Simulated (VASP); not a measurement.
Set up this calculation in VASP 6.6.1, as the native input.

| Quantity | Value |
| --- | --- |
| Task | single point |
| Functional | r2SCAN |
| Potentials or basis | VASP PAW PBE potentials, release 64 (Ba_sv, Au, Tl_d) |
| Cutoff | 520 eV |
| k mesh | 5 × 5 × 5 |
| Occupations | methfessel-paxton, width 0.0231 eV |
| Spin | no spin polarisation |
| Dipole correction | no |
| Further INCAR settings | ALGO = Normal; EDIFF = 1e-07; NBANDS = 54 |

Crystal: Ba3Tl2Au3.

```
CELL_PARAMETERS angstrom
3.18449 5.51570 0.00000
-3.18449 5.51570 0.00000
-3.18449 1.83856 7.14694
ATOMIC_POSITIONS crystal
Ba 0.50000 0.00000 0.50000
Ba 0.08130 0.83740 0.24390
Ba 0.91870 0.16260 0.75610
Au 0.50000 0.50000 0.00000
Au 0.00000 0.50000 0.00000
Au 0.50000 0.00000 0.00000
Tl 0.24710 0.50580 0.74130
Tl 0.75290 0.49420 0.25870
```

One way to write it, as run:

POSCAR

```
Ba3Tl2Au3
1.0
    3.1844890000      5.5156950000      0.0000000000
   -3.1844890000      5.5156950000      0.0000000000
   -3.1844890000      1.8385620000      7.1469360000
Ba Au Tl
3 3 2
Direct
    0.5000000000      0.0000000000      0.5000000000
    0.0813000000      0.8374000000      0.2439000000
    0.9187000000      0.1626000000      0.7561000000
    0.5000000000      0.5000000000      0.0000000000
    0.0000000000      0.5000000000      0.0000000000
    0.5000000000      0.0000000000      0.0000000000
    0.2471000000      0.5058000000      0.7413000000
    0.7529000000      0.4942000000      0.2587000000
```

INCAR.step1

```
SYSTEM = Ba3Tl2Au3
  PREC = Accurate
  ENCUT = 520
  ISMEAR = 1
  SIGMA = 0.0231
  LREAL = .False.
  LASPH = .True.
  NELM = 60
  NBANDS = 54
  GGA = PE
  ALGO = Normal
  EDIFF = 1E-4
  LWAVE = .True.
  LCHARG = .False.
```

INCAR.step2

```
SYSTEM = Ba3Tl2Au3
  PREC = Accurate
  ENCUT = 520
  EDIFF = 1E-7
  ISMEAR = 1
  SIGMA = 0.0231
  LREAL = .False.
  LASPH = .True.
  NELM = 60
  ALGO = Normal
  ISIF = 2
  LWAVE = .False.
  LCHARG = .False.
  METAGGA = R2SCAN
  LMIXTAU = .True.
  NBANDS = 54
  ISTART = 1
```

KPOINTS

```
Automatic mesh
0
Gamma
  5 5 5
  0 0 0
```

Potentials or basis: VASP PAW PBE potentials, release 64 (Ba_sv, Au, Tl_d).

Launch:

```console
$ cat potpaw_PBE.64/Ba_sv/POTCAR potpaw_PBE.64/Au/POTCAR potpaw_PBE.64/Tl_d/POTCAR > POTCAR
$ cp INCAR.step1 INCAR
$ mpirun -np 1 vasp_std > vasp.out
$ cp INCAR.step2 INCAR
$ mpirun -np 1 vasp_std > vasp.out
```

Results of the run:

The pressure is 3.8 GPa and the largest force is 3.287 eV/Å. The band gap on the k mesh is zero (an odd number of electrons rules out a gap without spin polarisation).

Caveat: the cell stands under pressure; the PAW data sets were made with another functional, which shifts forces and pressure a little; spin-orbit coupling is left out, which moves the levels of the heavy elements.

Wall time 16 min on 1 thread of Intel(R) Xeon(R) Platinum 8559C (Emerald Rapids) (shared host), peak memory 0.52 GiB.
